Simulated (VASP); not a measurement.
# Mo6F: single point with PBE

Mo6F, a slab with vacuum:

```
CELL_PARAMETERS angstrom
4.46958 0.00000 0.00000
-2.23479 3.87077 0.00000
0.00000 0.00000 19.75957
ATOMIC_POSITIONS crystal
Mo 0.66667 0.33333 0.20243
Mo 0.33333 0.66667 0.24861
Mo 0.00000 0.00000 0.29478
Mo 0.66667 0.33333 0.33688
Mo 0.33333 0.66667 0.37797
Mo 0.00000 0.00000 0.41800
F 0.33333 0.66667 0.48274
```

```yaml
Program: VASP 6.6.1
Task: single point
Functional: PBE
Potentials_or_basis: VASP PAW PBE potentials, release 64 (Mo_sv, F)
Cutoff: 520 eV
k_mesh: 6 × 6 × 1
Occupations: gaussian, width 0.1 eV
Spin: no spin polarisation
```

```
Largest force          : 1.579 eV/Å
Band gap on the k mesh : zero (an odd number of electrons rules out a gap without spin polarisation)
```

Forces on the atoms (eV/Å):
```
Mo   0.000  0.000  1.579
Mo   0.000  0.000 -1.064
Mo   0.000  0.000 -1.134
Mo   0.000  0.000 -0.542
Mo   0.000  0.000  0.416
Mo   0.000  0.000  0.679
F    0.000  0.000  0.066
```

Levels at points of the mesh, in eV from the Fermi level:
| k point | band 42 | band 43 | band 44 | band 45 | band 46 | band 47 | band 48 | band 49 | band 50 | band 51 |
| --- | --- | --- | --- | --- | --- | --- | --- | --- | --- | --- |
| (0.00, 0.00, 0.00) | -1.21 | -1.21 | -1.05 | -1.05 | -0.83 | 0.66 | 1.18 | 1.18 | 1.35 | 1.35 |
| (0.50, 0.00, 0.00) | -1.40 | -1.22 | -0.61 | 0.00 | 0.08 | 0.19 | 0.70 | 0.81 | 1.25 | 1.47 |

It took 3.6 min on 1 thread of AMD EPYC 9R45 96-Core Processor (Zen 5), with other jobs on the host, peak memory 0.47 GiB.

Caveat: an odd number of electrons without spin polarisation forces a metal; a magnetic or distorted state may lie lower.
